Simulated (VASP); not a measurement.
Here is a VASP 6.6.1 calculation.

INCAR

```
SYSTEM = Ge
ALGO     = Normal         ! electronic algorithm
EDIFF    = 1E-6           ! SCF threshold, eV
ENCUT    = 520            ! plane-wave cutoff, eV
ISIF     = 2              ! what is computed and relaxed
ISMEAR   = -1             ! smearing method
LASPH    = .True.         ! aspherical terms in the spheres
LCHARG   = .False.        ! write CHGCAR
LREAL    = .False.        ! projectors in reciprocal space
LWAVE    = .False.        ! write WAVECAR
NBANDS   = 13             ! bands
NELM     = 60             ! most SCF steps
PREC     = Accurate       ! precision mode
SIGMA    = 0.1            ! smearing width, eV
```

KPOINTS

```
k-points
0
Gamma
  18 18 18
  0 0 0
```

File POSCAR:

```
Ge
1.0
   -1.5611374343      1.5611374343      1.5611374343
    1.5611374343     -1.5611374343      1.5611374343
    1.5611374343      1.5611374343     -1.5611374343
Ge
1
Direct
    0.0000000000      0.0000000000      0.0000000000
```

Potentials or basis: VASP PAW LDA potentials, release 64 (Ge_d).

Run with:

```console
$ cat potpaw_LDA.64/Ge_d/POTCAR > POTCAR
$ mpirun -np 1 vasp_std > vasp.out
```

Problem. What does it give for the band gap on the k mesh?

Solution. Zero (band 7 reaches 20.53 eV, above the bottom of band 8 at 5.16 eV).

Problem. Predict the pressure.

Solution. 17.9 GPa.
